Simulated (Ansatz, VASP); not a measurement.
**Two plane-wave programs on Mo**

```
Mo
1.0
     0.00000    2.04522    2.07545
     2.04522    0.00000    2.07545
     2.04522    2.04522    0.00000
Mo
1
Direct
  0.00000 0.00000 0.00000
```

Change from the starting cell: strain +0.015 along x and y, +0.030 along z, atoms carried along.

Alike in both runs: task single point; functional LDA; k mesh 20 × 20 × 20; occupations gaussian, width 0.15 eV; no spin polarisation.

|  | VASP | Ansatz |
| --- | --- | --- |
| version | VASP 6.6.1 | Ansatz 0.2.0 |
| potentials or method | VASP PAW LDA potentials, release 64 (Mo_sv), cutoff 520 eV | scalar-relativistic, plane waves, PAW |
| valence electrons in the cell | 14 | 14 |

|  | VASP | Ansatz | Ansatz less VASP |
| --- | --- | --- | --- |
| gap on the k mesh at the Fermi level (eV) | none | none | - |
| pressure (GPa) | -26.1 | -26.7 | -0.64 |
| traceless stress, the component that is largest in VASP (GPa) | 1.71 | 1.72 | +0.013 |

LDA's correlation is that of Perdew and Zunger in VASP and of Perdew and Wang (1992) in Ansatz. A gap of «none» marks a metal or a gap that the smearing closes.
